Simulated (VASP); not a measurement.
Write the native input for VASP 6.6.1 that does the following.

| Quantity | Value |
| --- | --- |
| Task | single point |
| Functional | PBEsol-based screened hybrid with 25 % exact exchange |
| Potentials or basis | VASP PAW PBE potentials, release 64 (Hg, Te) |
| Cutoff | 520 eV |
| k mesh | 4 × 4 × 4 |
| Occupations | fermi-dirac, width 0.05 eV |
| Spin | no spin polarisation |
| Dipole correction | no |
| Grid for exact exchange (PRECFOCK) | Normal |
| Share of exact exchange | 0.25 |
| Further INCAR settings | ALGO = Normal; EDIFF = 1e-06; NBANDS = 16 |
| Screening parameter | 0.207 1/Å |

Crystal: HgTe.

```
Hg Te
1.0
     0.00000    3.21450    3.21450
     3.21450    0.00000    3.21450
     3.21450    3.21450    0.00000
Hg Te
1 1
Direct
  0.00000 0.00000 0.00000
  0.75000 0.75000 0.75000
```

These files were run (other wordings do the same):

POSCAR

```
HgTe
1.0
    0.0000000000      3.2145000000      3.2145000000
    3.2145000000      0.0000000000      3.2145000000
    3.2145000000      3.2145000000      0.0000000000
Hg Te
1 1
Direct
    0.0000000000      0.0000000000      0.0000000000
    0.7500000000      0.7500000000      0.7500000000
```

INCAR.step1

```
SYSTEM = HgTe
ALGO = Normal ; EDIFF = 1E-5
ENCUT = 520 ; GGA = PE
ISIF = 2 ; ISMEAR = -1
LASPH = .True. ; LCHARG = .False.
LREAL = .False. ; LWAVE = .True.
NBANDS = 16 ; NELM = 100
PREC = Accurate ; SIGMA = 0.05
```

INCAR.step2

```
SYSTEM = HgTe
AEXX = 0.25 ; ALGO = Normal
EDIFF = 1E-6 ; ENCUT = 520
GGA = PS ; HFSCREEN = 0.207
ISIF = 2 ; ISMEAR = -1
ISTART = 1 ; LASPH = .True.
LCHARG = .False. ; LHFCALC = .True.
LREAL = .False. ; LWAVE = .False.
NBANDS = 16 ; NELM = 100
PREC = Accurate ; PRECFOCK = Normal
SIGMA = 0.05
```

KPOINTS

```
k-points
0
Gamma
  4 4 4
  0 0 0
```

Potentials or basis: VASP PAW PBE potentials, release 64 (Hg, Te).

Run with:

```console
$ cat potpaw_PBE.64/Hg/POTCAR potpaw_PBE.64/Te/POTCAR > POTCAR
$ cp INCAR.step1 INCAR
$ mpirun -np 1 vasp_std > vasp.out
$ cp INCAR.step2 INCAR
$ mpirun -np 1 vasp_std > vasp.out
```

Results of the run:

```json
{"Pressure": "1.5 GPa", "Band gap on the k mesh": "zero (filled and empty bands touch)"}
```

Caveat: the k points lie up to 0.42 Å⁻¹ apart; the PAW data sets were made with another functional, which shifts forces and pressure a little; spin-orbit coupling is left out, which moves the levels of the heavy elements.

Run time: 20 min on 1 thread of Oxide Virtual Turin-like Processor, on a shared host, peak memory 0.29 GiB.
